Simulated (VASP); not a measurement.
Input of a VASP 6.6.1 run:

File INCAR:

```
SYSTEM = Ru
PREC = Accurate
ENCUT = 520
EDIFF = 1E-6
ISMEAR = -1
SIGMA = 0.1
LREAL = .FALSE.
LASPH = .TRUE.
NELM = 100
ALGO = Normal
ISIF = 2
LWAVE = .FALSE.
LCHARG = .TRUE.
LELF = .TRUE.
LVHAR = .TRUE.
NBANDS = 21
```

The input KPOINTS:

```
regular mesh
0
G
  20 20 12
  0 0 0
```

POSCAR

```
Ru
1.0
    2.6660821565      0.0000000000      0.0000000000
   -1.3330410782      2.3088948761      0.0000000000
    0.0000000000      0.0000000000      4.2089568548
Ru
2
Direct
    0.3333333333      0.6666666667      0.2500000000
    0.6666666667      0.3333333333      0.7500000000
```

Potentials or basis: VASP PAW LDA potentials, release 64 (Ru_pv).

Command:

```console
$ cat potpaw_LDA.64/Ru_pv/POTCAR > POTCAR
$ mpirun -np 1 vasp_std > vasp.out
```

Question: Estimate the band gap on the k mesh.

Answer: Zero (band 14 reaches 15.32 eV, above the bottom of band 15 at 11.81 eV).

Question: Estimate the pressure.

Answer: 5.1 GPa.

Stress tensor (GPa, compression positive):
```
5.02 0.00 0.00
0.00 5.02 0.00
0.00 0.00 5.11
```
